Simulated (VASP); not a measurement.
Here is a VASP 6.6.1 calculation.

Contents of INCAR:

```
PREC     = Accurate       # precision mode
ENCUT    = 520            # plane-wave cutoff, eV
EDIFF    = 1E-7           # SCF threshold, eV
ISMEAR   = -1             # smearing method
SIGMA    = 0.05           # smearing width, eV
LREAL    = F              # projectors in reciprocal space
LASPH    = T              # aspherical terms in the spheres
NELM     = 80             # most SCF steps
ALGO     = Normal         # electronic algorithm
ISIF     = 2              # what is computed and relaxed
LWAVE    = F              # write WAVECAR
LCHARG   = F              # write CHGCAR
GGA      = RE             # functional
NBANDS   = 26             # bands
```

KPOINTS

```
regular mesh
0
Gamma
  8 8 8
```

File POSCAR:

```
Na3Cl2
1.0
    1.7599510000    -10.1702560000      0.0000000000
    1.7599510000     10.1702560000      0.0000000000
    0.0000000000      0.0000000000      3.5276360000
Cl Na
2 3
Direct
    0.0865980000      0.9134020000      0.5000000000
    0.9134020000      0.0865980000      0.5000000000
    0.6689890000      0.3310110000      0.0000000000
    0.3310110000      0.6689890000      0.0000000000
    0.5000000000      0.5000000000      0.0000000000
```

Potentials or basis: VASP PAW PBE potentials, release 64 (Cl, Na_pv).

Run with:

```bash
$ cat potpaw_PBE.64/Cl/POTCAR potpaw_PBE.64/Na_pv/POTCAR > POTCAR
$ mpirun -np 1 vasp_std > vasp.out
```

Predict the pressure.

1.2 GPa.

Estimate the largest force.

0.049 eV/Å.

Forces in eV/Å, atoms in the order of the input:
```
Cl   0.000 -0.006  0.000
Cl   0.000  0.006  0.000
Na   0.000 -0.049  0.000
Na   0.000  0.049  0.000
Na   0.000  0.000  0.000
```

Caveat: the PAW data sets were made with another functional, which shifts forces and pressure a little.
